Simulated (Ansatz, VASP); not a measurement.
**Two plane-wave programs on WSe2**

The input INCAR:

```
SYSTEM = WSe2
PREC = Accurate
ENCUT = 520
EDIFF = 1E-6
ISMEAR = 0
SIGMA = 0.05
LREAL = .FALSE.
LASPH = .TRUE.
NELM = 80
ALGO = Normal
ISIF = 2
LWAVE = .FALSE.
LCHARG = .FALSE.
LDIPOL = .TRUE.
IDIPOL = 3
DIPOL = 0.5 0.5 0.389
GGA = PE
IVDW = 12
NBANDS = 35
```

The input KPOINTS:

```
Automatic mesh
0
G
  9 9 1
  0 0 0
```

File POSCAR:

```
WSe2
1.0
    3.2854926884      0.0000000000      0.0000000000
   -1.6427463442      2.8453201321      0.0000000000
    0.0000000000      0.0000000000     24.2386466672
Se W
4 2
Direct
    0.3333333333      0.6666666667      0.1856539295
    0.3333333333      0.6666666667      0.3246601777
    0.5000000000      1.0000000000      0.4529676712
    0.5000000000      1.0000000000      0.5919739193
    0.6666666667      0.3333333333      0.2551570536
    0.8333333333      0.6666666667      0.5224707953
```

Input for Ansatz:

```yaml
crystal:
  lattice:
    - [3.2854926884, 0.0, 0.0]
    - [-1.6427463442, 2.8453201321, 0.0]
    - [0.0, 0.0, 24.2386466672]
  atoms:
    - { symbol: Se, position: [0.3333333333, 0.6666666667, 0.1856539295] }
    - { symbol: W, position: [0.6666666667, 0.3333333333, 0.2551570536] }
    - { symbol: Se, position: [0.3333333333, 0.6666666667, 0.3246601777] }
    - { symbol: Se, position: [0.5, 1.0, 0.4529676712] }
    - { symbol: W, position: [0.8333333333, 0.6666666667, 0.5224707953] }
    - { symbol: Se, position: [0.5, 1.0, 0.5919739193] }
basis:
  ecutwfc: 420
kpoints:
  mp_grid: { grid: [9, 9, 1] }
hamiltonian:
  xc: pbe
  pseudopotentials: { kind: paw, azcp: { folder: soft_1 } }
  dispersion: d3bj
scf:
  occupations: { method: gaussian, width: 0.05 }
output:
  forces: true
  eigenvalues: true
efield:
  axis: 3
  dipole_correction: true
  ramp_width: 0.04
```

Alike in both runs: task single point; functional PBE; dispersion D3(BJ); k mesh 9 × 9 × 1; occupations gaussian, width 0.05 eV; no spin polarisation.

|  | VASP | Ansatz |
| --- | --- | --- |
| version | VASP 6.6.1 | Ansatz 0.2.0 |
| potentials or method | VASP PAW PBE potentials, release 64 (Se, W_sv), cutoff 520 eV | scalar-relativistic, plane waves, PAW |
| valence electrons in the cell | 52 | 92 |

|  | VASP | Ansatz | Ansatz less VASP |
| --- | --- | --- | --- |
| gap on the k mesh at the Fermi level (eV) | 1.34 | 1.34 | +0.004 |
| least direct gap on the mesh (eV) | 1.62 | 1.63 | +0.004 |
| rms of the force components (eV/Å) | 0.083 | 0.094 | +0.0113 |

VASP's potentials hold 52 valence electrons a cell and Ansatz's 92, so a difference there can come from the potentials and not from the codes.

Neither program's run includes spin-orbit coupling.
